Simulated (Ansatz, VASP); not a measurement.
One calculation of GdO, two programs

File INCAR:

```
SYSTEM = GdO
PREC = Accurate ; ENCUT = 520
EDIFF = 1E-7 ; ISMEAR = 0
SIGMA = 0.05 ; LREAL = .FALSE.
LASPH = .TRUE. ; NELM = 150
ALGO = Normal ; ISIF = 2
LWAVE = .FALSE. ; LCHARG = .TRUE.
ISPIN = 2 ; MAGMOM = 7.72 0
LORBIT = 11 ; LMAXMIX = 6
LDAU = .TRUE. ; LDAUTYPE = 2
LDAUL = 3 -1 ; LDAUU = 6 0
LDAUJ = 0 0 ; LDAUPRINT = 1
GGA = PE ; LELF = .TRUE.
LVHAR = .TRUE. ; NBANDS = 23
```

The input KPOINTS:

```
regular mesh
0
G
  6 6 6
  0 0 0
```

Contents of POSCAR:

```
GdO
1.0
    0.0000000000      2.6984308834      2.6984308834
    2.6984308834      0.0000000000      2.6984308834
    2.6984308834      2.6984308834      0.0000000000
Gd O
1 1
Direct
    0.0000000000      0.0000000000      0.0000000000
    0.2500000000      0.2500000000      0.2500000000
```

Input for Ansatz:

```yaml
crystal:
  lattice:
    - [0.0, 2.6984308834, 2.6984308834]
    - [2.6984308834, 0.0, 2.6984308834]
    - [2.6984308834, 2.6984308834, 0.0]
  atoms:
    - { symbol: Gd, position: [0.0, 0.0, 0.0], spin: 7.72 }
    - { symbol: O, position: [0.25, 0.25, 0.25] }
basis:
  ecutwfc: 420
  ecutrho_ratio: 4
kpoints:
  mp_grid: { grid: [6, 6, 6] }
hamiltonian:
  xc: pbe
  hubbard: { sites: [{ species: Gd, l: f, u_eff: 6.0 }] }
scf:
  occupations: { method: gaussian, width: 0.05 }
  lower_state_search: "off"
output:
  forces: true
  stress: true
  eigenvalues: true
  populations: true
  hubbard: { sites: [{ species: Gd, l: f }] }
magnetization:
  spin_polarized: true
checkpoint:
  read: start.run
  write: ck
  compress: false
  write_wavefunctions: false
  write_every: 100000
```

Alike in both runs: task single point; functional PBE; k mesh 6 × 6 × 6; occupations gaussian, width 0.05 eV; collinear spin; Hubbard terms Gd f U = 6.0 eV.

```csv
,VASP,Ansatz
version,VASP 6.6.1,Ansatz 0.2.0
potentials or method,"VASP PAW PBE potentials, release 64 (Gd, O), cutoff 520 eV","scalar-relativistic, plane waves, PAW"
valence electrons in the cell,24,24
```

Ansatz gave:

```
gap on the k mesh at the Fermi level (eV)                     : none
pressure (GPa)                                                : 0.1
net moment per atom (μB)                                      : 3.96
size of the moment on the site where the two differ most (μB) : 7.01
```

Task: What did VASP give for the same quantities?

Result: gap on the k mesh at the Fermi level (eV): none; pressure (GPa): 0.1; net moment per atom (μB): 3.96; size of the moment on the site where the two differ most (μB): 7.07.

Site moments also hang on the region over which each program counts them. The programs project onto different local orbitals, so the same U acts differently, and such runs can settle in different states. A gap of «none» marks a metal or a gap that the smearing closes. Ansatz's warnings: filled band counts differ across k points, stability check not made.

Spin-orbit coupling is off throughout.
